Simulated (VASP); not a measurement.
LuSb:

```
Lu Sb
1.0
     4.29826    0.00000    0.00000
     2.14913    3.72240    0.00000
     2.14913    1.24080    3.50952
Lu Sb
1 1
Direct
  0.00000 0.00000 0.00000
  0.50000 0.50000 0.50000
```

```yaml
Program: VASP 6.6.1
Task: relaxation of cell and atoms
Functional: LDA
Potentials_or_basis: VASP PAW PBE potentials, release 64 (Lu, Sb)
Cutoff: 600 eV
k_mesh: 12 × 12 × 12
Occupations: gaussian, width 0.05 eV
Spin: no spin polarisation
```

At the start: pressure -4.2 GPa; volume 28.08 Å³/atom.

Where does the relaxation end?

Over 3 steps the energy falls by 25.3 meV/atom and the volume is 26.26 Å³/atom (-6.5 %); space group Fm-3m (No. 225, to 0.1 Å) before and after.

The path:
```csv
step,energy change (eV),largest force (eV/Å),pressure (GPa),volume (Å³)
1,0.0000,0.0000,-4.20,56.15
2,-0.0298,0.0000,3.26,50.39
3,-0.0506,0.0000,-0.02,52.52
```

Final structure:
```xyz
2
Lattice="4.2035 0.0000 0.0000 2.1017 3.6403 0.0000 2.1017 1.2134 3.4321" Properties=species:S:1:pos:R:3 pbc="T T T"
Lu    2.1017    1.2134    3.4321
Sb    4.2035    2.4269    1.7161
```

Caveat: the PAW data sets were made with another functional, which shifts forces and pressure a little.
